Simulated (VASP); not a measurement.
Write the native input for VASP 6.6.1 that does the following.

```yaml
Task: single point
Functional: PBE
Potentials_or_basis: VASP PAW PBE potentials, release 64 (Si, As)
Cutoff: 520 eV
k_mesh: 12 × 12 × 1
Occupations: gaussian, width 0.02 eV
Spin: no spin polarisation
Dipole_correction: no
Further_INCAR_settings: LREAL = Auto; ALGO = Normal; EDIFF = 1e-07; NBANDS = 49
```

The structure of Si5As3 lies in POSCAR:

```
Si5As3
1.0
    3.7505686169      0.0000000000      0.0000000000
   -1.8752843085      3.2480877009      0.0000000000
    0.0000000000      0.0000000000     32.1589619462
Si As
10 6
Direct
    0.0000000000      0.0000000000      0.0363410977
    0.0000000000      0.0000000000      0.9636589023
    0.0000000000      0.0000000000      0.3052816444
    0.3333333333      0.6666666667      0.3312426253
    0.3333333333      0.6666666667      0.4043572375
    0.0000000000      0.0000000000      0.2321656326
    0.0000000000      0.0000000000      0.6947183556
    0.6666666667      0.3333333333      0.6687573747
    0.6666666667      0.3333333333      0.5956427625
    0.0000000000      0.0000000000      0.7678343674
    0.6666666667      0.3333333333      0.9302529076
    0.3333333333      0.6666666667      0.0697470924
    0.6666666667      0.3333333333      0.1985846575
    0.6666666667      0.3333333333      0.4379427276
    0.3333333333      0.6666666667      0.8014153425
    0.3333333333      0.6666666667      0.5620572724
```

One way to write it, as run:

INCAR

```
PREC = Accurate
ENCUT = 520
EDIFF = 1E-7
ISMEAR = 0
SIGMA = 0.02
LREAL = Auto
LASPH = T
NELM = 80
ALGO = Normal
ISIF = 2
LWAVE = F
LCHARG = F
GGA = PE
NBANDS = 49
```

KPOINTS

```
Automatic mesh
0
Gamma
  12 12 1
```

Potentials or basis: VASP PAW PBE potentials, release 64 (Si, As).

The run is started by

```sh
$ cat potpaw_PBE.64/Si/POTCAR potpaw_PBE.64/As/POTCAR > POTCAR
$ mpirun -np 1 vasp_std > vasp.out
```

Results of the run:

```json
{"Pressure": "0.1 GPa", "Largest force": "0.046 eV/Å", "Band gap on the k mesh": "1.02 eV (least direct gap 1.59 eV)"}
```

Caveat: an odd mesh through Γ misses points on the zone boundary, where band edges can lie; this functional lacks dispersion, which binds the layers, so the pressure and a relaxed spacing across them are unreliable.

It took 6.6 min on 1 thread of Intel(R) Xeon(R) 6975P-C (Granite Rapids), with other jobs on the host, peak memory 0.54 GiB.
